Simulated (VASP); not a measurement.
Wanted: the native input for a VASP 6.6.1 run.

| Quantity | Value |
| --- | --- |
| Task | single point |
| Functional | PBEsol |
| Dispersion | D3(BJ) |
| Potentials or basis | VASP PAW PBE potentials, release 64 (C) |
| Cutoff | 520 eV |
| k mesh | 21 × 21 × 8 |
| Occupations | gaussian, width 0.15 eV |
| Spin | no spin polarisation |
| Dipole correction | no |
| Further INCAR settings | ALGO = Normal; EDIFF = 1e-06; NBANDS = 16 |

The structure of C lies in POSCAR:

```
C
1.0
    2.5526230709      0.0000000000      0.0000000000
   -1.2763115354      2.2106364256      0.0000000000
    0.0000000000      0.0000000000      6.8333397367
C
4
Direct
    0.0000000000      0.0000000000      0.0025000000
    0.0000000000      0.0000000000      0.5025000000
    0.3333333333      0.6666666667      0.0025000000
    0.6666666667      0.3333333333      0.5025000000
```

The input as run:

INCAR

```
SYSTEM = C
ALGO = Normal ; EDIFF = 1E-6
ENCUT = 520 ; GGA = PS
ISIF = 2 ; ISMEAR = 0
IVDW = 12 ; LASPH = .True.
LCHARG = .False. ; LREAL = .False.
LWAVE = .False. ; NBANDS = 16
NELM = 60 ; PREC = Accurate
SIGMA = 0.15
```

KPOINTS

```
k-points
0
Gamma
  21 21 8
  0 0 0
```

Potentials or basis: VASP PAW PBE potentials, release 64 (C).

Launch:

```console
$ cat potpaw_PBE.64/C/POTCAR > POTCAR
$ mpirun -np 1 vasp_std > vasp.out
```

Results of the run:

* Pressure: -26.9 GPa
* Band gap on the k mesh: zero (bands 8 and 9 overlap by 0.03 eV)
* Dispersion energy per atom: -0.105 eV

Caveat: the cell stands under tension; the PAW data sets were made with another functional, which shifts forces and pressure a little.

It took 58 s on 1 thread of Intel(R) Xeon(R) 6975P-C (Granite Rapids), on a shared host, peak memory 0.23 GiB.
